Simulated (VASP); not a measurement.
# Ge (Imma) in VASP: single point with PBEsol

Aim: the single point of Ge with PBEsol.

Everything below comes from runs of VASP 6.6.1. Logs are shortened: lines on timing, memory, paths and dates and some standing lists are left out, and cuts for length are marked.

### Step 1. The cell of the first run

The structure is orthorhombic, space group Imma (No. 74). Conventional cell: a = 4.992 Å, b = 5.302 Å, c = 2.874 Å, α = 90.00°, β = 90.00°, γ = 90.00°. Within 3.5 Å of Ge (site symmetry mm2) lie 8 Ge at 2.68 to 3.08 Å.

### Step 2. Single point, PBEsol

File INCAR:

```
PREC = Accurate
ENCUT = 520
EDIFF = 1E-6
ISMEAR = 0
SIGMA = 0.15
LREAL = False
LASPH = True
NELM = 60
ALGO = Normal
ISIF = 2
LWAVE = False
LCHARG = False
GGA = PS
NBANDS = 21
```

File KPOINTS:

```
regular mesh
0
Gamma
  22 22 22
```

File POSCAR:

```
Ge
1.0
   -2.4958980000      2.6508630000      1.4369470000
    2.4958980000     -2.6508630000      1.4369470000
    2.4958980000      2.6508630000     -1.4369470000
Ge
2
Direct
    0.1859430000      0.9359430000      0.2500000000
    0.8140570000      0.0640570000      0.7500000000
```

Potentials or basis: VASP PAW PBE potentials, release 64 (Ge_d).

Started as:

```console
$ cat potpaw_PBE.64/Ge_d/POTCAR > POTCAR
$ mpirun -np 1 vasp_std > vasp.out
```

OUTCAR:

```text
PREC = Accurate
   ENCUT = 520
   EDIFF = 1E-6
   ISMEAR = 0
   LREAL = False
   LASPH = True
   NELM = 60
   ISIF = 2
   GGA = PS

 ion  position               nearest neighbor table
   1  0.186  0.936  0.250-   2 2.68   2 2.68   2 2.72   2 2.72
   2  0.814  0.064  0.750-   1 2.68   1 2.68   1 2.72   1 2.72

  LATTYP: Found a body centered orthorhombic cell.
 ALAT       =     2.8738940000
 B/A-ratio  =     1.7369450648
 C/A-ratio  =     1.8447882907

  Lattice vectors:

 A1 = (   2.4958980000,  -2.6508630000,   1.4369470000)
 A2 = (  -2.4958980000,  -2.6508630000,  -1.4369470000)
 A3 = (   2.4958980000,   2.6508630000,  -1.4369470000)

Analysis of symmetry for initial positions (statically):
=====================================================================
 Subroutine PRICEL returns:
 Original cell was already a primitive cell.

 Routine SETGRP: Setting up the symmetry group for a
 body centered orthorhombic supercell.

 Subroutine GETGRP returns: Found  8 space group operations
 (whereof  4 operations were pure point group operations)
 out of a pool of  8 trial point group operations.

The static configuration has the point symmetry C_2h.
 The point group associated with its full space group is D_2h.

Analysis of symmetry for dynamics (positions and initial velocities):
=====================================================================
 Subroutine PRICEL returns:
 Original cell was already a primitive cell.

 Routine SETGRP: Setting up the symmetry group for a
 body centered orthorhombic supercell.

 Subroutine GETGRP returns: Found  8 space group operations
 (whereof  4 operations were pure point group operations)
 out of a pool of  8 trial point group operations.

The dynamic configuration has the point symmetry C_2h.
 The point group associated with its full space group is D_2h.

 Subroutine INISYM returns: Found  8 space group operations
 (whereof  4 operations are pure point group operations),
 and found     1 'primitive' translations

----------------------------------------------------------------------------------------

                                     Primitive cell

  volume of cell :      38.0290

  direct lattice vectors                    reciprocal lattice vectors
    -2.495898000  2.650863000  1.436947000     0.000000000  0.188617820  0.347959946
     2.495898000 -2.650863000  1.436947000     0.200328699  0.000000000  0.347959946
     2.495898000  2.650863000 -1.436947000     0.200328699  0.188617820  0.000000000

  length of vectors
     3.914255760  3.914255760  3.914255760     0.395793893  0.401506801  0.275151358

  position of ions in fractional coordinates (direct lattice)
     0.185943000  0.935943000  0.250000000
     0.814057000  0.064057000  0.750000000

  ion indices of the primitive-cell ions
   primitive index   ion index
                 1           1
                 2           2

----------------------------------------------------------------------------------------

 KPOINTS: regular mesh

Automatic generation of k-mesh.
 Grid dimensions read from file:
 generate k-points for:   22   22   22

 Generating k-lattice:

  Cartesian coordinates                     Fractional coordinates (reciprocal lattice)
     0.000000000  0.008573537  0.015816361     0.045454545 -0.000000000  0.000000000
     0.009105850  0.000000000  0.015816361    -0.000000000  0.045454545  0.000000000
     0.009105850  0.008573537  0.000000000     0.000000000  0.000000000  0.045454545

  Length of vectors
     0.017990632  0.018250309  0.012506880

  Shift w.r.t. Gamma in fractional coordinates (k-lattice)
     0.000000000  0.000000000  0.000000000

 Subroutine IBZKPT returns following result:
 ===========================================

 Found   1530 irreducible k-points:

 Following reciprocal coordinates:
            Coordinates               Weight
  0.000000  0.000000  0.000000      1.000000
  0.045455  0.000000 -0.000000      4.000000
  0.090909  0.000000 -0.000000      4.000000
  0.136364  0.000000 -0.000000      4.000000
  0.181818  0.000000 -0.000000      4.000000
  0.227273  0.000000 -0.000000      4.000000
[... 16 lines left out ...]
  0.454545  0.045455 -0.000000      8.000000
  0.500000  0.045455 -0.000000      8.000000
 [... further k-points ...]
   k-points           NKPTS =   1530   k-points in BZ     NKDIM =   1530   number of bands    NBANDS=     21
   number of dos      NEDOS =    301   number of ions     NIONS =      2
   total plane-waves  NPLWV =  27000
   dimension x,y,z NGX =    30 NGY =   30 NGZ =   30
   dimension x,y,z NGXF=    60 NGYF=   60 NGZF=   60
   ions per type =               2
   NGX,Y,Z   is equivalent  to a cutoff of  12.74, 12.74, 12.74 a.u.
   NGXF,Y,Z  is equivalent  to a cutoff of  25.48, 25.48, 25.48 a.u.
 SYSTEM =  unknown system
   PREC   = accura    normal or accurate (medium, high low for compatibility)
   ISTART =      0    job   : 0-new  1-cont  2-samecut
   ICHARG =      2    charge: 1-file 2-atom 10-const
   ISPIN  =      1    spin polarized calculation?
   LNONCOLLINEAR =      F non collinear calculations
   LSORBIT =      F    spin-orbit coupling
   LASPH  =      T    aspherical Exc in radial PAW
   ENCUT  =  520.0 eV  38.22 Ry    6.18 a.u.   7.28  7.28  7.28*2*pi/ulx,y,z
   NELM   =     60;   NELMIN=  2; NELMDL= -5     # of ELM steps
   EDIFF  = 0.1E-05   stopping-criterion for ELM
   LREAL  =      F    real-space projection
   EDIFFG = 0.1E-04   stopping-criterion for IOM
   NSW    =      0    number of steps for IOM
   IBRION =     -1    ionic relax: 0-MD 1-quasi-New 2-CG
   NFREE  =      0    steps in history (QN), initial steepest desc. (CG)
   ISIF   =      2    stress and relaxation
   ISYM   =      2    0-nonsym 1-usesym 2-fastsym
   POTIM  = 0.5000    time-step for ionic-motion
   TEBEG  =    0.0;   TEEND  =   0.0 temperature during run
   PSTRESS=    0.0 pullay stress
   NELECT =      28.0000    total number of electrons
   NUPDOWN=      -1.0000    fix difference up-down
   EMIN   =  10.00;   EMAX   =-10.00  energy-range for DOS
   EFERMI =   0.00;   METHOD = LEGACY
   ISMEAR =     0;   SIGMA  =   0.15  broadening in eV -4-tet -1-fermi 0-gaus
   EFERMI_NEDOS =   21; number of points for ismear=-14 and -15
   IALGO  =     38    algorithm
   IMIX   =      4    mixing-type and parameters
     AMIX     =   0.40;   BMIX     =  1.00
     AMIX_MAG =   1.60;   BMIX_MAG =  1.00
  volume/ion in A,a.u.               =      19.01       128.32
  Fermi-wavevector in a.u.,A,eV,Ry     =   1.478277  2.793539 29.732860  2.185304
  Thomas-Fermi vector in A             =   2.592578
   LORBIT       =      0    0 simple, 1 ext, 2 COOP (PROOUT), +10 PAW based schemes
   GGA     = PS    functional components
   LHFCALC =     F    Hartree Fock is set to
   AEXX    =    0.0000 exact exchange contribution
   IVDW    =     0    specifies the selected vdW correction
   LEPSILON=     F    determine dielectric tensor
   LRPA    =     F    only Hartree local field effects (RPA)
 non-spin polarized calculation
 Gauss-broadening in eV      SIGMA  =   0.15
  energy-cutoff  :      520.00
  volume of cell :       38.03
 maximum number of plane-waves:      1045
 NGX is ok and might be reduce to    30
   NGX = 15   NGY = 15   NGZ = 15

 number of electron      28.0000014 magnetization

 Free energy of the ion-electron system (eV)
  ---------------------------------------------------
  ext. energy  EPLUGINS =         0.00000000
  ---------------------------------------------------
  free energy    TOTEN  =        -9.51613824 eV

  energy without entropy =       -9.50662617  energy(sigma->0) =       -9.51138220

 E-fermi :   6.3735     XC(G=0): -11.3399

 val. band max:        6.3731551370   @ k =  -0.4545  -0.4545   0.0455
 cond. band min:       6.3752771051   @ k =   0.1364  -0.1364   0.0909
 fundamental gap:      0.0021219681
 Fermi energy:         6.3734677255

 k-point     1 :       0.0000    0.0000    0.0000
  band No.  band energies     occupation
      1     -18.2817      2.00000
      2     -18.2043      2.00000
      3     -18.2024      2.00000
      4     -18.1999      2.00000
      5     -18.1660      2.00000
      6     -18.1283      2.00000
[... 13 lines left out ...]
     20      17.1211      0.00000
     21      19.0447      0.00000

 k-point     2 :       0.0455    0.0000   -0.0000
  band No.  band energies     occupation
      1     -18.2802      2.00000
      2     -18.2031      2.00000
      3     -18.1990      2.00000
      4     -18.1989      2.00000
      5     -18.1664      2.00000
      6     -18.1290      2.00000
[... 13 lines left out ...]
     20      17.3916      0.00000
     21      18.8027      0.00000

 k-point     3 :       0.0909    0.0000   -0.0000
  band No.  band energies     occupation
      1     -18.2755      2.00000
      2     -18.1981      2.00000
      3     -18.1959      2.00000
      4     -18.1904      2.00000
      5     -18.1677      2.00000
      6     -18.1308      2.00000
[... 13 lines left out ...]
     20      17.3316      0.00000
     21      18.3557      0.00000

 k-point     4 :       0.1364    0.0000   -0.0000
  band No.  band energies     occupation
      1     -18.2681      2.00000
      2     -18.1910      2.00000
      3     -18.1893      2.00000
      4     -18.1779      2.00000
      5     -18.1695      2.00000
      6     -18.1332      2.00000
[... 13 lines left out ...]
     20      16.3845      0.00000
     21      18.5275      0.00000

 k-point     5 :       0.1818    0.0000   -0.0000
  band No.  band energies     occupation
      1     -18.2584      2.00000
      2     -18.1849      2.00000
      3     -18.1781      2.00000
      4     -18.1713      2.00000
      5     -18.1625      2.00000
      6     -18.1350      2.00000
[... 13 lines left out ...]
     20      15.5379      0.00000
     21      18.4799      0.00000
[... 382 lines left out ...]
     20      15.6166      0.00000
     21      19.9159      0.00000

 k-point    22 :       0.4091    0.0455   -0.0000
  band No.  band energies     occupation
      1     -18.1986      2.00000
      2     -18.1727      2.00000
      3     -18.1619      2.00000
      4     -18.1506      2.00000
      5     -18.1411      2.00000
      6     -18.1292      2.00000
[... 13 lines left out ...]
     20      16.8600      0.00000
     21      18.5800      0.00000

 k-point    23 :       0.4545    0.0455   -0.0000
  band No.  band energies     occupation
      1     -18.1912      2.00000
      2     -18.1678      2.00000
      3     -18.1667      2.00000
      4     -18.1557      2.00000
      5     -18.1419      2.00000
      6     -18.1248      2.00000
[... 13 lines left out ...]
     20      17.4125      0.00000
     21      18.2159      0.00000

 k-point    24 :       0.5000    0.0455   -0.0000
  band No.  band energies     occupation
      1     -18.1897      2.00000
      2     -18.1704      2.00000
      3     -18.1618      2.00000
      4     -18.1568      2.00000
      5     -18.1422      2.00000
      6     -18.1244      2.00000
[... 13 lines left out ...]
     20      17.4001      0.00000
     21      18.1513      0.00000

 [... further k-points ...]
[... 5 lines left out ...]
  --------------------------------------------------------------------------------------
  -------------------------------------------------------------------------------------
  Total       -0.4736798     -0.7292569     -0.6396866      0.0000000      0.0000000      0.0000000
  in kB      -19.9563247    -30.7238934    -26.9502630      0.0000000      0.0000000      0.0000000
  external PRESSURE =     -25.8768270 kB  Pullay stress =       0.0000000 kB

 VOLUME and BASIS-vectors are now :
 -----------------------------------------------------------------------------
  energy-cutoff  :      520.00
  volume of cell :       38.03
      direct lattice vectors                 reciprocal lattice vectors
    -2.495898000  2.650863000  1.436947000     0.000000000  0.188617820  0.347959946
     2.495898000 -2.650863000  1.436947000     0.200328699  0.000000000  0.347959946
     2.495898000  2.650863000 -1.436947000     0.200328699  0.188617820  0.000000000

 POSITION                                       TOTAL-FORCE (eV/Angst)
 -----------------------------------------------------------------------------------
      2.49590     -1.32543      1.25285         0.000000     -0.000000     -0.050013
      0.00000      3.97629      0.18409        -0.000000      0.000000      0.050013
 -----------------------------------------------------------------------------------
    total drift:                                0.000000      0.000000     -0.000000

  FREE ENERGIE OF THE ION-ELECTRON SYSTEM (eV)
  ---------------------------------------------------
  free  energy   TOTEN  =        -9.5161382369 eV

  energy  without entropy=       -9.5066261662  energy(sigma->0) =       -9.51138220
```

Wall time 22 min (1 thread of Oxide Virtual Turin-like, shared host); peak memory 0.92 GiB.

Results:

```
Free energy            : -9.5161 eV
Pressure               : -2.6 GPa
Largest force          : 0.050 eV/Å
Band gap on the k mesh : zero (bands 14 and 15 overlap by 5.52 eV)
```

Forces on the atoms (eV/Å):
```
Ge   0.000  0.000 -0.050
Ge   0.000  0.000  0.050
```

Caveat: the PAW data sets were made with another functional, which shifts forces and pressure a little.
